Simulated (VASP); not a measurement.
Runs of VASP 6.6.1 on Re. The structure is that of space group Fd-3m (No. 227), or close to it. The cells are those of the table. This isn't the form of Re at room conditions, which is hcp.

```csv
cell,gap on the mesh (eV),pressure (GPa)
"a = 4.049 Å, angles 60.0°, 2 atoms",none,(a)
"a = 4.100 Å, angles 60.0°, 2 atoms",none,-12.8
"a = 3.997 Å, angles 60.0°, 2 atoms",none,(b)
"a = 3.943 Å, angles 60.0°, 2 atoms",none,5.9
"a = 3.887 Å, angles 60.0°, 2 atoms",none,15.2
```

Alike in all rows: task single point; level PBE; potentials or basis VASP PAW PBE potentials, release 64 (Re); no spin polarisation; k mesh 16 × 16 × 16; cutoff (eV) 520; smearing fermi-dirac 0.1 eV.

Q: Estimate the missing entries.

A: (a) -7.8; (b) -1.7.

Caveats: spin-orbit coupling is left out, which moves the levels of the heavy elements; the cell stands under tension (at least some runs); the cell stands under pressure (at least some runs).

A k mesh can miss the band edges, and the runs leave out spin-orbit coupling on Re.

A gap of «none» marks levels without a gap at the run's occupations.
